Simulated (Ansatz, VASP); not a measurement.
One calculation of ZnCd5O6, two programs

```xyz
12
Lattice="3.3035 -0.0012 0.0252 -0.0003 4.7894 -0.0004 0.0761 0.0000 9.9493" Properties=species:S:1:pos:R:3 pbc="T T T"
Zn    0.0265    0.1444    4.9686
Cd    0.1093    0.0078    8.2355
Cd    1.6531    2.3989    0.0117
Cd   -0.0284    0.0083    1.7112
Cd    1.6554    2.4245    3.3803
Cd    1.7220    2.4232    6.5930
O     0.1117    2.3937    8.2734
O     1.6528    0.0014    0.0144
O    -0.0338    2.3944    1.6770
O     1.4937   -0.0283    3.5016
O     0.0365    2.2258    4.9736
O     1.8910   -0.0296    6.4806
```

Change from the starting cell: cell x1, atoms moved at random (sigma 0.05 Å) and cell strained at random (1.5 %), then relaxed without symmetry.

Alike in both runs: functional PBE; k mesh 6 × 6 × 2; occupations gaussian, width 0.2 eV; no spin polarisation.

Ansatz relaxed the structure, and its values are those at the end. VASP's run is a single point on that final structure, the one shown.

|  | VASP | Ansatz |
| --- | --- | --- |
| version | VASP 6.6.1 | Ansatz 0.2.0 |
| potentials or method | VASP PAW PBE potentials, release 64 (Zn, Cd, O), cutoff 520 eV | scalar-relativistic, plane waves, PAW |
| valence electrons in the cell | 108 | 148 |

Ansatz gave:

```
gap on the k mesh at the Fermi level (eV) : none
pressure (GPa)                            : 0.0
rms of the force components (eV/Å)        : 0.001
```

Estimate VASP's values.

gap on the k mesh at the Fermi level (eV): none; pressure (GPa): 1.2; rms of the force components (eV/Å): 0.013.

A gap of «none» marks a metal or a gap that the smearing closes. VASP's potentials hold 108 valence electrons a cell and Ansatz's 148, so a difference there can come from the potentials and not from the codes.
